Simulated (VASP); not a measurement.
Here is a VASP 6.6.1 calculation.

The input INCAR:

```
SYSTEM = Ge4As
PREC     = Accurate       ! precision mode
ENCUT    = 520            ! plane-wave cutoff, eV
EDIFF    = 1E-6           ! SCF threshold, eV
ISMEAR   = 0              ! smearing method
SIGMA    = 0.1            ! smearing width, eV
LREAL    = .FALSE.        ! projectors in reciprocal space
LASPH    = .TRUE.         ! aspherical terms in the spheres
NELM     = 80             ! most SCF steps
ALGO     = Normal         ! electronic algorithm
ISIF     = 2              ! what is computed and relaxed
LWAVE    = .FALSE.        ! write WAVECAR
LCHARG   = .TRUE.         ! write CHGCAR
GGA      = PE             ! functional
LELF     = .TRUE.         ! ELF
LVHAR    = .TRUE.       
NBANDS   = 38             ! bands
```

KPOINTS

```
regular mesh
0
G
  4 4 4
  0 0 0
```

The input POSCAR:

```
Ge4As
1.0
   -2.8867095900      2.8867095900      2.8867095900
    2.8867095900     -2.8867095900      2.8867095900
    2.8867095900      2.8867095900     -2.8867095900
Ge As
4 1
Direct
    0.5000000000      0.5000000000      0.5000000000
    0.5000000000      0.0000000000      0.0000000000
    0.0000000000      0.0000000000      0.5000000000
    0.0000000000      0.5000000000      0.0000000000
    0.0000000000      0.0000000000      0.0000000000
```

Potentials or basis: VASP PAW PBE potentials, release 64 (Ge_d, As).

Command:

```bash
$ cat potpaw_PBE.64/Ge_d/POTCAR potpaw_PBE.64/As/POTCAR > POTCAR
$ mpirun -np 1 vasp_std > vasp.out
```

(1) Predict the pressure.

Answers

(1) 16.0 GPa.

Caveat: the k points lie up to 0.38 Å⁻¹ apart.
